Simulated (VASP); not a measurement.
# Ag (R-3m) in VASP: a series of runs

The runs below take Ag through single point, with PBEsol.

Program: VASP 6.6.1. These are calculated values, not measurements. Logs are shortened: lines on timing, memory, paths and dates and some standing lists are left out, and cuts for length are marked.

### Step 1. The cell of the first run

It takes space group R-3m (No. 166, trigonal). Conventional cell: a = 3.980 Å, b = 3.980 Å, c = 9.748 Å, α = 90.00°, β = 90.00°, γ = 120.00°. Ag (site symmetry 3m) has 4 Ag at 2.37 to 2.68 Å within 3.1 Å.

### Step 2. Single point, PBEsol (shortest bond scaled by 1.1)

Input file INCAR:

```
PREC = Accurate ; ENCUT = 520
EDIFF = 1E-6 ; ISMEAR = -1
SIGMA = 0.05 ; LREAL = False
LASPH = True ; NELM = 100
ALGO = Normal ; ISIF = 2
LWAVE = False ; LCHARG = False
GGA = PS ; NBANDS = 18
```

Input file KPOINTS:

```
Automatic mesh
0
Gamma
  9 9 9
```

Input file POSCAR:

```
Ag
1.0
    0.0000000000      2.8140871700      2.8140871700
    2.8140871700      0.0000000000      2.8140871700
    2.8140871700      2.8140871700      0.0000000000
Ag
2
Direct
   -0.0875000000     -0.1375000000     -0.1375000000
    0.0875000000      0.1375000000      0.1375000000
```

Potentials or basis: VASP PAW PBE potentials, release 64 (Ag).

Launch:

```
$ cat potpaw_PBE.64/Ag/POTCAR > POTCAR
$ mpirun -np 1 vasp_std > vasp.out
```

OUTCAR:

```text
PREC = Accurate
   ENCUT = 520
   EDIFF = 1E-6
   ISMEAR = -1
   LREAL = False
   LASPH = True
   NELM = 100
   ISIF = 2
   GGA = PS

 ion  position               nearest neighbor table
   1  0.913  0.862  0.862-   2 2.37   2 2.37   2 2.37   2 2.68
   2  0.087  0.138  0.138-   1 2.37   1 2.37   1 2.37   1 2.68

  LATTYP: Found a face centered cubic cell.
 ALAT       =     5.6281743400

  Lattice vectors:

 A1 = (   0.0000000000,   2.8140871700,   2.8140871700)
 A2 = (   2.8140871700,   0.0000000000,   2.8140871700)
 A3 = (   2.8140871700,   2.8140871700,   0.0000000000)

Analysis of symmetry for initial positions (statically):
=====================================================================
 Subroutine PRICEL returns:
 Original cell was already a primitive cell.

 Routine SETGRP: Setting up the symmetry group for a
 face centered cubic supercell.

 Subroutine GETGRP returns: Found 12 space group operations
 (whereof  4 operations were pure point group operations)
 out of a pool of 48 trial point group operations.

The static configuration has the point symmetry C_2h.
 The point group associated with its full space group is D_3d.

Analysis of symmetry for dynamics (positions and initial velocities):
=====================================================================
 Subroutine PRICEL returns:
 Original cell was already a primitive cell.

 Routine SETGRP: Setting up the symmetry group for a
 face centered cubic supercell.

 Subroutine GETGRP returns: Found 12 space group operations
 (whereof  4 operations were pure point group operations)
 out of a pool of 48 trial point group operations.

The dynamic configuration has the point symmetry C_2h.
 The point group associated with its full space group is D_3d.

 Subroutine INISYM returns: Found 12 space group operations
 (whereof  4 operations are pure point group operations),
 and found     1 'primitive' translations

----------------------------------------------------------------------------------------

                                     Primitive cell

  volume of cell :      44.5700

  direct lattice vectors                    reciprocal lattice vectors
     0.000000000  2.814087170  2.814087170    -0.177677510  0.177677510  0.177677510
     2.814087170  0.000000000  2.814087170     0.177677510 -0.177677510  0.177677510
     2.814087170  2.814087170  0.000000000     0.177677510  0.177677510 -0.177677510

  length of vectors
     3.979720242  3.979720242  3.979720242     0.307746474  0.307746474  0.307746474

  position of ions in fractional coordinates (direct lattice)
     0.912500000  0.862500000  0.862500000
     0.087500000  0.137500000  0.137500000

  ion indices of the primitive-cell ions
   primitive index   ion index
                 1           1
                 2           2

----------------------------------------------------------------------------------------

 KPOINTS: Automatic mesh

Automatic generation of k-mesh.
 Grid dimensions read from file:
 generate k-points for:    9    9    9

 Generating k-lattice:

  Cartesian coordinates                     Fractional coordinates (reciprocal lattice)
    -0.019741946  0.019741946  0.019741946     0.111111111  0.000000000  0.000000000
     0.019741946 -0.019741946  0.019741946     0.000000000  0.111111111  0.000000000
     0.019741946  0.019741946 -0.019741946     0.000000000  0.000000000  0.111111111

  Length of vectors
     0.034194053  0.034194053  0.034194053

  Shift w.r.t. Gamma in fractional coordinates (k-lattice)
     0.000000000  0.000000000  0.000000000

 Subroutine IBZKPT returns following result:
 ===========================================

 Found     85 irreducible k-points:

 Following reciprocal coordinates:
            Coordinates               Weight
  0.000000  0.000000  0.000000      1.000000
  0.111111  0.000000  0.000000      2.000000
  0.000000  0.111111  0.000000      6.000000
  0.222222  0.000000  0.000000      2.000000
  0.000000  0.222222  0.000000      6.000000
  0.333333  0.000000  0.000000      2.000000
[... 16 lines left out ...]
 -0.333333  0.111111  0.000000      6.000000
  0.000000 -0.333333  0.111111     12.000000
 [... further k-points ...]
   k-points           NKPTS =     85   k-points in BZ     NKDIM =     85   number of bands    NBANDS=     18
   number of dos      NEDOS =    301   number of ions     NIONS =      2
   total plane-waves  NPLWV =  27000
   dimension x,y,z NGX =    30 NGY =   30 NGZ =   30
   dimension x,y,z NGXF=    60 NGYF=   60 NGZF=   60
   ions per type =               2
   NGX,Y,Z   is equivalent  to a cutoff of  12.53, 12.53, 12.53 a.u.
   NGXF,Y,Z  is equivalent  to a cutoff of  25.06, 25.06, 25.06 a.u.
 SYSTEM =  unknown system
   PREC   = accura    normal or accurate (medium, high low for compatibility)
   ISTART =      0    job   : 0-new  1-cont  2-samecut
   ICHARG =      2    charge: 1-file 2-atom 10-const
   ISPIN  =      1    spin polarized calculation?
   LNONCOLLINEAR =      F non collinear calculations
   LSORBIT =      F    spin-orbit coupling
   LASPH  =      T    aspherical Exc in radial PAW
   ENCUT  =  520.0 eV  38.22 Ry    6.18 a.u.   7.40  7.40  7.40*2*pi/ulx,y,z
   NELM   =    100;   NELMIN=  2; NELMDL= -5     # of ELM steps
   EDIFF  = 0.1E-05   stopping-criterion for ELM
   LREAL  =      F    real-space projection
   EDIFFG = 0.1E-04   stopping-criterion for IOM
   NSW    =      0    number of steps for IOM
   IBRION =     -1    ionic relax: 0-MD 1-quasi-New 2-CG
   NFREE  =      0    steps in history (QN), initial steepest desc. (CG)
   ISIF   =      2    stress and relaxation
   ISYM   =      2    0-nonsym 1-usesym 2-fastsym
   POTIM  = 0.5000    time-step for ionic-motion
   TEBEG  =    0.0;   TEEND  =   0.0 temperature during run
   PSTRESS=    0.0 pullay stress
   NELECT =      22.0000    total number of electrons
   NUPDOWN=      -1.0000    fix difference up-down
   EMIN   =  10.00;   EMAX   =-10.00  energy-range for DOS
   EFERMI =   0.00;   METHOD = LEGACY
   ISMEAR =    -1;   SIGMA  =   0.05  broadening in eV -4-tet -1-fermi 0-gaus
   EFERMI_NEDOS =   21; number of points for ismear=-14 and -15
   IALGO  =     38    algorithm
   IMIX   =      4    mixing-type and parameters
     AMIX     =   0.40;   BMIX     =  1.00
     AMIX_MAG =   1.60;   BMIX_MAG =  1.00
  volume/ion in A,a.u.               =      22.29       150.39
  Fermi-wavevector in a.u.,A,eV,Ry     =   1.293803  2.444933 22.775151  1.673926
  Thomas-Fermi vector in A             =   2.425426
   LORBIT       =      0    0 simple, 1 ext, 2 COOP (PROOUT), +10 PAW based schemes
   GGA     = PS    functional components
   LHFCALC =     F    Hartree Fock is set to
   AEXX    =    0.0000 exact exchange contribution
   IVDW    =     0    specifies the selected vdW correction
   LEPSILON=     F    determine dielectric tensor
   LRPA    =     F    only Hartree local field effects (RPA)
 non-spin polarized calculation
  energy-cutoff  :      520.00
  volume of cell :       44.57
 maximum number of plane-waves:      1243
 NGX is ok and might be reduce to    30
   NGX = 15   NGY = 15   NGZ = 15

 number of electron      22.0000000 magnetization

 Free energy of the ion-electron system (eV)
  ---------------------------------------------------
  ext. energy  EPLUGINS =         0.00000000
  ---------------------------------------------------
  free energy    TOTEN  =        -4.01089051 eV

  energy without entropy =       -4.00720903  energy(sigma->0) =       -4.00904977

 E-fermi :   5.0870     XC(G=0): -10.5833

 val. band max:        5.0859387294   @ k =  -0.4444   0.2222   0.0000
 cond. band min:       5.1042818562   @ k =   0.2222  -0.3333   0.4444
 fundamental gap:      0.0183431268
 Fermi energy:         5.0870061314

 k-point     1 :       0.0000    0.0000    0.0000
  band No.  band energies     occupation
      1      -1.1426      2.00000
      2      -0.4803      2.00000
      3      -0.4803      2.00000
      4      -0.3776      2.00000
      5      -0.3776      2.00000
      6      -0.3336      2.00000
[... 10 lines left out ...]
     17      16.6677      0.00000
     18      16.9331      0.00000

 k-point     2 :       0.1111    0.0000    0.0000
  band No.  band energies     occupation
      1      -1.0386      2.00000
      2      -0.5182      2.00000
      3      -0.5182      2.00000
      4      -0.3068      2.00000
      5      -0.3068      2.00000
      6      -0.2029      2.00000
[... 10 lines left out ...]
     17      17.4905      0.00000
     18      17.4905      0.00000

 k-point     3 :       0.0000    0.1111    0.0000
  band No.  band energies     occupation
      1      -0.9861      2.00000
      2      -0.6663      2.00000
      3      -0.6087      2.00000
      4      -0.3714      2.00000
      5      -0.1894      2.00000
      6      -0.1514      2.00000
[... 10 lines left out ...]
     17      17.5332      0.00000
     18      17.8112      0.00000

 k-point     4 :       0.2222    0.0000    0.0000
  band No.  band energies     occupation
      1      -0.8352      2.00000
      2      -0.5275      2.00000
      3      -0.5275      2.00000
      4      -0.2230      2.00000
      5      -0.2230      2.00000
      6       0.2520      2.00000
[... 375 lines left out ...]
      4      -0.2239      2.00000
      5       0.1365      2.00000
      6       0.6165      2.00000
[... 10 lines left out ...]
     17      17.6707      0.00000
     18      18.3352      0.00000

 k-point    23 :      -0.3333    0.1111    0.0000
  band No.  band energies     occupation
      1      -0.6864      2.00000
      2      -0.5907      2.00000
      3      -0.4456      2.00000
      4      -0.1882      2.00000
      5       0.0641      2.00000
      6       0.6565      2.00000
[... 10 lines left out ...]
     17      17.0833      0.00000
     18      19.0795      0.00000

 k-point    24 :       0.0000   -0.3333    0.1111
  band No.  band energies     occupation
      1      -1.0923      2.00000
      2      -0.6522      2.00000
      3      -0.6359      2.00000
      4      -0.2336      2.00000
      5       0.1817      2.00000
      6       0.5585      2.00000
[... 10 lines left out ...]
     17      17.4476      0.00000
     18      19.3215      0.00000

 [... further k-points ...]
[... 5 lines left out ...]
  --------------------------------------------------------------------------------------
  -------------------------------------------------------------------------------------
  Total        4.9858420      4.9858420      4.9858420      2.3259875     -2.3259875      2.3259875
  in kB      179.2282489    179.2282489    179.2282489     83.6132930    -83.6132930     83.6132930
  external PRESSURE =     179.2282489 kB  Pullay stress =       0.0000000 kB

 VOLUME and BASIS-vectors are now :
 -----------------------------------------------------------------------------
  energy-cutoff  :      520.00
  volume of cell :       44.57
      direct lattice vectors                 reciprocal lattice vectors
     0.000000000  2.814087170  2.814087170    -0.177677510  0.177677510  0.177677510
     2.814087170  0.000000000  2.814087170     0.177677510 -0.177677510  0.177677510
     2.814087170  2.814087170  0.000000000     0.177677510  0.177677510 -0.177677510

 POSITION                                       TOTAL-FORCE (eV/Angst)
 -----------------------------------------------------------------------------------
      4.85430      4.99500      4.99500         0.929758     -0.929758     -0.929758
      0.77387      0.63317      0.63317        -0.929758      0.929758      0.929758
 -----------------------------------------------------------------------------------
    total drift:                               -0.000000     -0.000000     -0.000000

  FREE ENERGIE OF THE ION-ELECTRON SYSTEM (eV)
  ---------------------------------------------------
  free  energy   TOTEN  =        -4.0108905065 eV

  energy  without entropy=       -4.0072090257  energy(sigma->0) =       -4.00904977
```

Run time: 50 s. Hardware: 1 thread of Intel Xeon Platinum 8259CL at 2.50GHz (Skylake/Cascade Lake), shared host; peak memory 0.2 GiB.

Results:

* Free energy: -4.0109 eV
* Pressure: 17.9 GPa
* Largest force: 1.610 eV/Å
* Band gap on the k mesh: zero (band 11 reaches 5.56 eV, above the bottom of band 12 at 4.58 eV)

Forces on the atoms (eV/Å):
```
Ag   0.930 -0.930 -0.930
Ag  -0.930  0.930  0.930
```

Levels at points of the mesh, in eV from the Fermi level:
```csv
k point,band 8,band 9,band 10,band 11,band 12,band 13,band 14,band 15
"(0.00, 0.00, 0.00)",-3.78,-3.26,-2.60,-2.60,9.99,10.33,10.33,10.66
```

Caveat: the cell differs from its parent crystal (shortest bond scaled by 1.1); the PAW data sets were made with another functional, which shifts forces and pressure a little.

### Step 3. Single point, PBEsol (shortest bond scaled by 1.1)

Input file INCAR:

```
SYSTEM = Ag
PREC = Accurate
ENCUT = 520
EDIFF = 1E-7
ISMEAR = -1
SIGMA = 0.05
LREAL = .FALSE.
LASPH = .TRUE.
NELM = 60
ALGO = Normal
ISIF = 2
LWAVE = .FALSE.
LCHARG = .FALSE.
GGA = PS
NBANDS = 18
```

Input file KPOINTS:

```
regular mesh
0
G
  9 9 9
  0 0 0
```

POSCAR is that of step 2.

Potentials or basis: VASP PAW PBE potentials, release 64 (Ag).

Launch:

```
$ cat potpaw_PBE.64/Ag/POTCAR > POTCAR
$ mpirun -np 1 vasp_std > vasp.out
```

It took 51 s on 1 thread of Intel Xeon Platinum 8259CL at 2.50GHz (Skylake/Cascade Lake), shared host; peak memory 0.2 GiB.

It converged, with:

```
Free energy            : -4.0109 eV
Pressure               : 17.9 GPa
Largest force          : 1.611 eV/Å
Band gap on the k mesh : zero (band 11 reaches 5.56 eV, above the bottom of band 12 at 4.58 eV)
```

Forces in eV/Å, atoms in the order of the input:
```
Ag   0.930 -0.930 -0.930
Ag  -0.930  0.930  0.930
```

Stress tensor (GPa, compression positive):
```
17.92  8.36  8.36
 8.36 17.92 -8.36
 8.36 -8.36 17.92
```

Levels at points of the mesh, in eV from the Fermi level:
```
           k point  band 9  band 10  band 11  band 12  band 13  band 14
(0.00, 0.00, 0.00)   -3.26    -2.60    -2.60     9.99    10.33    10.33
```

Caveat: the cell differs from its parent crystal (shortest bond scaled by 1.1); the PAW data sets were made with another functional, which shifts forces and pressure a little.
